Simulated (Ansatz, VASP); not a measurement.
Two plane-wave programs on Lu

File INCAR:

```
AGGAC = 1.0 ; AGGAX = 1.0
ALDAC = 0.0 ; ALDAX = 1.0
ALGO = Normal ; EDIFF = 1E-7
ENCUT = 520 ; GGA = B5
ISIF = 2 ; ISMEAR = -1
LASPH = True ; LCHARG = False
LREAL = False ; LWAVE = False
NBANDS = 32 ; NELM = 100
PREC = Accurate ; SIGMA = 0.1
```

File KPOINTS:

```
k-points
0
Gamma
  13 13 7
```

File POSCAR:

```
Lu
1.0
   -2.3501034833      1.9248199148      1.7185668722
    1.9248199148     -2.3501034833      1.7185668722
    4.2113806599      4.2113806599     -2.4974745068
Lu
2
Direct
    0.9583898942      0.0416101058      1.0000000000
    0.7916101058      0.2083898942      0.5000000000
```

Input for Ansatz:

```yaml
crystal:
  lattice:
    - [-2.3501034833, 1.9248199148, 1.7185668722]
    - [1.9248199148, -2.3501034833, 1.7185668722]
    - [4.2113806599, 4.2113806599, -2.4974745068]
  atoms:
    - { symbol: Lu, position: [0.9583898942, 0.0416101058, 1.0] }
    - { symbol: Lu, position: [0.7916101058, 0.2083898942, 0.5] }
hamiltonian:
  xc: blyp
  pseudopotentials:
    kind: paw
    azcp:
      Lu: "pseudopotentials/Lu.paw.azcp"
basis:
  ecutwfc: 420
  fft_grid_basis: typed
kpoints:
  mp_grid: { grid: [13, 13, 7], shift: [0, 0, 0] }
magnetization:
  spin_polarized: false
scf:
  occupations: { method: fermi_dirac, width: 0.1 }
  lower_state_search: "off"
output:
  stress: true
```

Alike in both runs: task single point; functional BLYP; k mesh 13 × 13 × 7; occupations fermi-dirac, width 0.1 eV; no spin polarisation.

|  | VASP | Ansatz |
| --- | --- | --- |
| version | VASP 6.6.1 | Ansatz 0.2.0 |
| potentials or method | VASP PAW PBE potentials, release 64 (Lu), cutoff 520 eV | plane waves (420 eV) with PAW, scalar-relativistic |
| valence electrons in the cell | 50 | 50 |

VASP gave:

- pressure (GPa): 2.1

Problem. Estimate Ansatz's values.

Solution. Pressure (GPa): 1.9.

VASP's potentials were made for PBE, not for BLYP.

Spin-orbit coupling is off throughout.
